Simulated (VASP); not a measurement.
**MoS2: single point with PBE+D3(BJ)**

Crystal: MoS2.

```
CELL_PARAMETERS angstrom
3.06968 0.00000 0.00000
-1.53484 2.65843 0.00000
0.00000 0.00000 6.99458
ATOMIC_POSITIONS crystal
Mo 0.00000 0.00000 0.00000
S 0.33333 0.66667 0.21071
S 0.33333 0.66667 0.78929
```

This cell differs from its parent crystal: c/a of the conventional cell at fixed volume 2.2786.

| Item | Value |
| --- | --- |
| Program | VASP 6.6.1 |
| Task | single point |
| Functional | PBE |
| Dispersion | D3(BJ) |
| Potentials or basis | VASP PAW PBE potentials, release 64 (Mo_sv, S) |
| Cutoff | 500 eV |
| k mesh | 12 × 12 × 4 |
| Occupations | gaussian, width 0.05 eV |
| Spin | no spin polarisation |

```yaml
Pressure: 17.7 GPa
Largest_force: 2.829 eV/Å
Band_gap_on_the_k_mesh: 1.35 eV, indirect (least direct gap 1.86 eV)
Dispersion_energy_per_atom: -0.404 eV
```

Forces on the atoms (eV/Å):
```
Mo   0.000  0.000  0.000
S    0.000  0.000  2.829
S    0.000  0.000 -2.829
```

Stress tensor (GPa, compression positive):
```
15.81  0.00  0.00
 0.00 15.81  0.00
 0.00  0.00 21.49
```

Levels at points of the mesh, in eV from the valence-band top:
```tsv
k point	band 9	band 10	band 11	band 12	band 13	band 14	band 15	band 16	band 17	band 18
(0.00, 0.00, 0.00)	-3.59	-2.23	-2.23	-1.80	-0.66	2.70	2.70	3.20	3.20	6.10
(0.50, 0.00, 0.00)	-5.08	-4.10	-2.12	-1.46	-1.21	2.14	2.73	4.11	4.72	5.60
(0.00, 0.00, 0.50)	-3.59	-2.64	-2.23	-2.23	0.00	2.68	2.68	3.23	3.23	6.16
(0.50, 0.00, 0.50)	-4.95	-4.11	-2.48	-1.44	-1.01	2.15	2.83	3.70	4.64	6.57
```

Wall time 42 s on 1 thread of Intel Xeon 6975P-C, on a shared host, peak memory 0.22 GiB.

Caveat: forces of over 1 eV/Å act on the atoms, so gaps and moduli don't describe the material at rest. A k mesh can miss the band edges.
